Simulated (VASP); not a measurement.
Input of a VASP 6.6.1 run:

INCAR

```
SYSTEM = NaF
PREC     = Accurate       ! precision mode
ENCUT    = 520            ! plane-wave cutoff, eV
EDIFF    = 1E-6           ! SCF threshold, eV
ISMEAR   = -1             ! smearing method
SIGMA    = 0.05           ! smearing width, eV
LREAL    = .FALSE.        ! projectors in reciprocal space
LASPH    = .TRUE.         ! aspherical terms in the spheres
NELM     = 100            ! most SCF steps
ALGO     = Normal         ! electronic algorithm
ISIF     = 2              ! what is computed and relaxed
LWAVE    = .FALSE.        ! write WAVECAR
LCHARG   = .FALSE.        ! write CHGCAR
GGA      = PS             ! functional
NBANDS   = 14             ! bands
```

File KPOINTS:

```
regular mesh
0
G
  10 10 10
  0 0 0
```

The input POSCAR:

```
NaF
1.0
    0.0000000000      2.3044290610      2.3044290610
    2.3044290610      0.0000000000      2.3044290610
    2.3044290610      2.3044290610      0.0000000000
Na F
1 1
Direct
    0.0000000000      0.0000000000      0.0000000000
    0.5000000000      0.5000000000      0.5000000000
```

Potentials or basis: VASP PAW PBE potentials, release 64 (Na_pv, F).

Command:

```console
$ cat potpaw_PBE.64/Na_pv/POTCAR potpaw_PBE.64/F/POTCAR > POTCAR
$ mpirun -np 1 vasp_std > vasp.out
```

Problem. What does it give for the pressure?

Solution. 0.6 GPa.

Problem. Estimate the band gap on the k mesh.

Solution. 6.25 eV, direct.

Caveat: the PAW data sets were made with another functional, which shifts forces and pressure a little. A k mesh can miss the band edges.
